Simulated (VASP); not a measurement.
Wanted: the native input for a VASP 6.6.1 run.

- Task: single point
- Functional: r2SCAN
- Potentials or basis: VASP PAW PBE potentials, release 64 (Al, N)
- Cutoff: 520 eV
- k mesh: 12 × 12 × 6
- Occupations: gaussian, width 0.05 eV
- Spin: no spin polarisation
- Dipole correction: no
- Further INCAR settings: ALGO = Normal; EDIFF = 1e-06; NBANDS = 16

The system is AlN.

```
Al N
1.0
     3.11100    0.00000    0.00000
    -1.55550    2.69421    0.00000
     0.00000    0.00000    4.97800
Al N
2 2
Direct
  0.33333 0.66667 0.00000
  0.66667 0.33333 0.50000
  0.22198 0.44397 0.38500
  0.66667 0.33333 0.88500
```

This cell differs from its parent crystal: atom 3 (N) moved by (+0.000, -0.600) A along x and y.

The input as run:

POSCAR

```
AlN
1.0
    3.1110021516      0.0000000000      0.0000000000
   -1.5555010758      2.6942068945      0.0000000000
    0.0000000000      0.0000000000      4.9780000000
Al N
2 2
Direct
    0.3333333333      0.6666666667      0.0000000000
    0.6666666667      0.3333333333      0.5000000000
    0.2219833102      0.4439666204      0.3850000000
    0.6666666667      0.3333333333      0.8850000000
```

INCAR.step1

```
SYSTEM = AlN
PREC     = Accurate       ! precision mode
ENCUT    = 520            ! plane-wave cutoff, eV
ISMEAR   = 0              ! smearing method
SIGMA    = 0.05           ! smearing width, eV
LREAL    = .False.        ! projectors in reciprocal space
LASPH    = .True.         ! aspherical terms in the spheres
NELM     = 100            ! most SCF steps
NBANDS   = 16             ! bands
GGA      = PE             ! functional
ALGO     = Normal         ! electronic algorithm
EDIFF    = 1E-4           ! SCF threshold, eV
LWAVE    = .True.         ! write WAVECAR
LCHARG   = .False.        ! write CHGCAR
```

INCAR.step2

```
SYSTEM = AlN
PREC     = Accurate       ! precision mode
ENCUT    = 520            ! plane-wave cutoff, eV
EDIFF    = 1E-6           ! SCF threshold, eV
ISMEAR   = 0              ! smearing method
SIGMA    = 0.05           ! smearing width, eV
LREAL    = .False.        ! projectors in reciprocal space
LASPH    = .True.         ! aspherical terms in the spheres
NELM     = 100            ! most SCF steps
ALGO     = Normal         ! electronic algorithm
ISIF     = 2              ! what is computed and relaxed
LWAVE    = .False.        ! write WAVECAR
LCHARG   = .False.        ! write CHGCAR
METAGGA  = R2SCAN         ! meta-GGA
LMIXTAU  = .True.       
NBANDS   = 16             ! bands
ISTART   = 1
```

KPOINTS

```
Automatic mesh
0
Gamma
  12 12 6
  0 0 0
```

Potentials or basis: VASP PAW PBE potentials, release 64 (Al, N).

The run is started by

```bash
$ cat potpaw_PBE.64/Al/POTCAR potpaw_PBE.64/N/POTCAR > POTCAR
$ cp INCAR.step1 INCAR
$ mpirun -np 1 vasp_std > vasp.out
$ cp INCAR.step2 INCAR
$ mpirun -np 1 vasp_std > vasp.out
```

It gave:

* Pressure: 11.4 GPa
* Largest force: 4.581 eV/Å
* Band gap on the k mesh: 3.42 eV

Caveat: the cell differs from its parent crystal (atom 3 (N) moved by (+0.000, -0.600) A along x and y); the stress differs along the axes, from -8 to 39 GPa; the PAW data sets were made with another functional, which shifts forces and pressure a little.

Run time: 6 min on 1 thread of Intel Xeon 8259CL (shared host), peak memory 0.27 GiB.
